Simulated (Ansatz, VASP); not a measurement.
This is a calculation of TaV for Ansatz 0.2.0.

input.yaml

```yaml
crystal:
  lattice:
    - [1.6067, -2.307775, 0.0]
    - [1.6067, 2.307775, 0.0]
    - [0.0, 0.0, 4.341361]
  atoms:
    - { symbol: Ta, position: [0.0, 0.0, 0.0] }
    - { symbol: V, position: [0.5, 0.5, 0.5], spin: 2.0 }
kpoints:
  mp_grid: { grid: [7, 7, 5] }
scf:
  occupations: { method: fermi_dirac, width: 0.05 }
hamiltonian:
  xc: lda
  pseudopotentials: { kind: all_electron, lapw: { basis_error: 0.001 } }
magnetization:
  spin_polarized: true
output:
  forces: true
  stress: true
relax:
  f_tol: 0.01
  max_steps: 60
  cell: {}
```

Potentials or basis: all-electron LAPW, scalar-relativistic.

Launch:

```sh
$ ansatz run input.yaml --threads 2 --pin off --max-ram 6144MiB --backend cpu --events-out ev --progress --plain --runs-dir out
```

Q: Translate it to VASP 6.6.1. Potentials there: VASP PAW LDA potentials, release 64 (Ta_pv, V_sv).

A: As run (the cutoff follows the program's own potentials):

INCAR

```
SYSTEM = TaV
PREC = Accurate ; ENCUT = 600
EDIFF = 1E-6 ; ISMEAR = -1
SIGMA = 0.05 ; LREAL = .False.
LASPH = .True. ; NELM = 150
ALGO = Normal ; ISIF = 3
LWAVE = .False. ; LCHARG = .False.
ISPIN = 2 ; MAGMOM = 0 2
LORBIT = 11 ; LMAXMIX = 4
IBRION = 2 ; NSW = 80
EDIFFG = -0.01
```

The input KPOINTS:

```
Automatic mesh
0
Gamma
  7 7 5
  0 0 0
```

POSCAR

```
TaV
1.0
    1.6067000000     -2.3077750000      0.0000000000
    1.6067000000      2.3077750000      0.0000000000
    0.0000000000      0.0000000000      4.3413610000
Ta V
1 1
Direct
    0.0000000000      0.0000000000      0.0000000000
    0.5000000000      0.5000000000      0.5000000000
```

Potentials or basis: VASP PAW LDA potentials, release 64 (Ta_pv, V_sv).

Run with:

```sh
$ cat potpaw_LDA.64/Ta_pv/POTCAR potpaw_LDA.64/V_sv/POTCAR > POTCAR
$ mpirun -np 1 vasp_std > vasp.out
```

Both were run:

|  | VASP | Ansatz | Ansatz less VASP |
| --- | --- | --- | --- |
| net moment per atom (μB) | 0.00 | 0.00 | 0.000 |
| relaxed volume (Å³/atom) | 15.07 | 15.00 | -0.061 |
| relaxed cell length with the largest relative difference (Å) | 2.754 | 2.750 | -0.0043 |

LDA's correlation is that of Perdew and Zunger in VASP and of Perdew and Wang (1992) in Ansatz. Ansatz ran all-electron here, and VASP with PAW potentials.

Neither program's run includes spin-orbit coupling. Noted on Ansatz's run: the k mesh is thin for a metal, which can move the energy by tens of meV per atom.
